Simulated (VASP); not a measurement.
**LiNbO3: single point with PBE**

LiNbO3:

```
Li Nb O
1.0
     2.59495    1.49820    4.67222
    -2.59495    1.49820    4.67222
     0.00000   -2.99639    4.67222
Li Nb O
2 2 6
Direct
  0.71839 0.71822 0.71835
  0.21839 0.21835 0.21822
  0.99950 0.99985 0.99989
  0.49950 0.49989 0.49985
  0.27813 0.64246 0.88867
  0.64199 0.88935 0.27922
  0.89017 0.27880 0.64156
  0.39017 0.14156 0.77880
  0.77813 0.38867 0.14246
  0.14199 0.77922 0.38935
```

```json
{
  "Program": "VASP 6.6.1",
  "Task": "single point",
  "Functional": "PBE",
  "Potentials or basis": "VASP PAW PBE potentials, release 64 (Li_sv, Nb_sv, O)",
  "Cutoff": "750 eV",
  "k mesh": "7 × 7 × 7",
  "Occupations": "gaussian, width 0.01 eV",
  "Spin": "no spin polarisation",
  "Dipole correction": "no",
  "Further INCAR settings": "ALGO = Normal; EDIFF = 1e-06; NBANDS = 45"
}
```

The pressure is -0.5 GPa, the largest force is 0.033 eV/Å and the band gap on the k mesh is 3.53 eV (least direct gap 3.55 eV).

Forces on the atoms (eV/Å):
```
Li  -0.001  0.002  0.004
Li   0.001 -0.002  0.004
Nb  -0.001  0.021 -0.012
Nb   0.018 -0.012 -0.012
O    0.004 -0.015  0.024
O    0.019  0.016 -0.013
O   -0.019 -0.027 -0.003
O   -0.033 -0.003 -0.003
O   -0.011  0.011  0.024
O    0.023  0.008 -0.013
```

Levels at points of the mesh, in eV from the valence-band top:
| k point | band 31 | band 32 | band 33 | band 34 | band 35 | band 36 | band 37 | band 38 |
| --- | --- | --- | --- | --- | --- | --- | --- | --- |
| (0.00, 0.00, 0.00) | -0.69 | -0.51 | -0.01 | -0.01 | 3.55 | 3.55 | 4.00 | 5.06 |

It took 18 min on 1 thread of Intel(R) Xeon(R) Platinum 8559C (Emerald Rapids), on a shared host, peak memory 0.8 GiB.

Caveat: an odd mesh through Γ misses points on the zone boundary, where band edges can lie.
